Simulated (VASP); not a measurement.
A run of VASP 6.6.1 is set up as follows.

INCAR

```
SYSTEM = Na
ALGO     = Normal         ! electronic algorithm
EDIFF    = 1E-6           ! SCF threshold, eV
ENCUT    = 520            ! plane-wave cutoff, eV
GGA      = CA             ! functional
ISIF     = 2              ! what is computed and relaxed
ISMEAR   = 1              ! smearing method
LASPH    = .True.         ! aspherical terms in the spheres
LCHARG   = .True.         ! write CHGCAR
LELF     = .True.         ! ELF
LREAL    = .False.        ! projectors in reciprocal space
LVHAR    = .True.       
LWAVE    = .False.        ! write WAVECAR
NBANDS   = 10             ! bands
NELM     = 100            ! most SCF steps
PREC     = Accurate       ! precision mode
SIGMA    = 0.2            ! smearing width, eV
```

File KPOINTS:

```
k-points
0
Gamma
  10 10 10
  0 0 0
```

POSCAR

```
Na
1.0
   -1.8882910800      1.8882910800      2.6372766800
    1.8882910800     -1.8882910800      2.6372766800
    1.8882910800      1.8882910800     -2.6372766800
Na
1
Direct
    0.0000000000      0.0000000000      0.0000000000
```

Potentials or basis: VASP PAW LDA potentials, release 64 (Na_pv).

Launch:

```sh
$ cat potpaw_LDA.64/Na_pv/POTCAR > POTCAR
$ mpirun -np 1 vasp_std > vasp.out
```

Question: What does it give for the band gap on the k mesh?

Answer: Zero (an odd number of electrons rules out a gap without spin polarisation).

Question: What does it give for the pressure?

Answer: -0.9 GPa.
